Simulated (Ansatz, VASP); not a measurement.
## Two plane-wave programs on ZnS

```xyz
4
Lattice="3.8110 0.0000 0.0000 -1.9055 3.3004 0.0000 0.0000 0.0000 6.2340" Properties=species:S:1:pos:R:3 pbc="T T T"
Zn   -0.3000    2.2003    0.6000
Zn    1.9055    1.1001    3.1170
S     0.0000    2.2003    2.4001
S     1.9055    1.1001    5.5171
```

Alike in both runs: task single point; functional r2SCAN; k mesh 6 × 6 × 4; occupations gaussian, width 0.05 eV; no spin polarisation.

```csv
,VASP,Ansatz
version,VASP 6.6.1,Ansatz 0.2.0
potentials or method,"VASP PAW PBE potentials, release 64 (Zn, S), cutoff 520 eV","scalar-relativistic, plane waves, PAW"
valence electrons in the cell,36,36
```

Ansatz gave:

| Property | Result |
| --- | --- |
| gap on the k mesh at the Fermi level (eV) | 1.58 |
| least direct gap on the mesh (eV) | 1.58 |
| pressure (GPa) | 9.4 |
| traceless stress, the component that is largest in VASP (GPa) | 18.86 |
| rms of the force components (eV/Å) | 4.219 |

Problem. Which values does VASP return?

Solution. gap on the k mesh at the Fermi level (eV): 1.55; least direct gap on the mesh (eV): 1.55; pressure (GPa): 9.7; traceless stress, the component that is largest in VASP (GPa): 19.28; rms of the force components (eV/Å): 4.316.

VASP's potentials were made for PBE, not for r2SCAN. Atom by atom the forces differ by 0.098 eV/Å (rms over components).
